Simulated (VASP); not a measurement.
Set up this calculation in VASP 6.6.1, as the native input.

- Task: single point
- Functional: PBE
- Dispersion: D3(BJ)
- Potentials or basis: VASP PAW PBE potentials, release 64 (Zn, O)
- Cutoff: 520 eV
- k mesh: 9 × 9 × 4
- Occupations: gaussian, width 0.05 eV
- Spin: no spin polarisation
- Dipole correction: no
- Further INCAR settings: ALGO = Normal; EDIFF = 1e-06; NBANDS = 26

The structure of ZnO lies in POSCAR:

```
ZnO
1.0
    3.3372866661      0.0000000000      0.0000000000
   -1.6686433330      2.8901750325      0.0000000000
    0.0000000000      0.0000000000      7.1304413500
Zn O
2 2
Direct
    0.0000000000      0.0000000000      0.7500000000
    0.0000000000      0.0000000000      0.2500000000
    0.3333333333      0.6666666667      0.2500000000
    0.6666666667      0.3333333333      0.7500000000
```

This cell differs from its parent crystal: strain +0.015 along x and y, +0.000 along z.

One way to write it, as run:

INCAR

```
SYSTEM = ZnO
PREC = Accurate
ENCUT = 520
EDIFF = 1E-6
ISMEAR = 0
SIGMA = 0.05
LREAL = .FALSE.
LASPH = .TRUE.
NELM = 100
ALGO = Normal
ISIF = 2
LWAVE = .FALSE.
LCHARG = .FALSE.
GGA = PE
IVDW = 12
NBANDS = 26
```

KPOINTS

```
regular mesh
0
G
  9 9 4
  0 0 0
```

Potentials or basis: VASP PAW PBE potentials, release 64 (Zn, O).

Run with:

```console
$ cat potpaw_PBE.64/Zn/POTCAR potpaw_PBE.64/O/POTCAR > POTCAR
$ mpirun -np 1 vasp_std > vasp.out
```

Results of the run:

```yaml
Pressure: -5.1 GPa
Band_gap_on_the_k_mesh: 0.80 eV
Dispersion_energy_per_atom: -0.151 eV
```

Caveat: the cell differs from its parent crystal (strain +0.015 along x and y, +0.000 along z); the cell stands under tension; an odd mesh through Γ misses points on the zone boundary, where band edges can lie.

Run time: 100 s on 1 thread of Intel Xeon 8259CL, with other jobs on the host, peak memory 0.23 GiB.
